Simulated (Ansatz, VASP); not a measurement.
## NaI in VASP and in Ansatz

```
Na I
1.0
     0.00000    3.16744    3.16744
     3.16744    0.00000    3.16744
     3.16744    3.16744    0.00000
Na I
1 1
Direct
  0.00000 0.00000 0.00000
  0.50000 0.50000 0.50000
```

Alike in both runs: functional r2SCAN; k mesh 8 × 8 × 8; occupations fermi-dirac, width 0.02 eV; no spin polarisation.

Ansatz relaxed the structure, and its values are those at the end. VASP's run is a single point on that final structure, the one shown.

|  | VASP | Ansatz |
| --- | --- | --- |
| version | VASP 6.6.1 | Ansatz 0.2.0 |
| potentials or method | VASP PAW PBE potentials, release 64 (Na_pv, I), cutoff 520 eV | PAW plane waves |
| valence electrons in the cell | 14 | 26 |

Ansatz gave:

| Item | Value |
| --- | --- |
| gap on the k mesh at the Fermi level (eV) | 4.64 |
| pressure (GPa) | 1.2 |

Estimate VASP's values.

gap on the k mesh at the Fermi level (eV): 4.65; pressure (GPa): 1.1.

VASP's potentials were made for PBE, not for r2SCAN. With one functional, cell and mesh, what is left measures potentials, basis and numerics. VASP's potentials hold 14 valence electrons a cell and Ansatz's 26, so a difference there can come from the potentials and not from the codes. Ansatz's warnings: stress scf threshold loose.

Spin-orbit coupling is off throughout.
